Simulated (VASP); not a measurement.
Input of a VASP 6.6.1 run:

Contents of INCAR:

```
  ALGO = Normal
  EDIFF = 1E-6
  ENCUT = 520
  ISIF = 2
  ISMEAR = -1
  LASPH = True
  LCHARG = False
  LREAL = False
  LWAVE = False
  NBANDS = 19
  NELM = 100
  PREC = Accurate
  SIGMA = 0.02
```

Contents of KPOINTS:

```
k-points
0
Gamma
  6 6 6
```

Contents of POSCAR:

```
SrCl2
1.0
    0.0000000000      3.3991982370      3.3991982370
    3.3991982370      0.0000000000      3.3991982370
    3.3991982370      3.3991982370      0.0000000000
Sr Cl
1 2
Direct
    0.0000000000      0.0000000000      0.0000000000
    0.2500000000      0.2500000000      0.2500000000
    0.7500000000      0.7500000000      0.7500000000
```

Potentials or basis: VASP PAW LDA potentials, release 64 (Sr_sv, Cl).

Launch:

```console
$ cat potpaw_LDA.64/Sr_sv/POTCAR potpaw_LDA.64/Cl/POTCAR > POTCAR
$ mpirun -np 1 vasp_std > vasp.out
```

(1) Estimate the pressure.

(2) Estimate the band gap on the k mesh.

## Answers

(1) 0.2 GPa.

(2) 5.09 eV, direct.
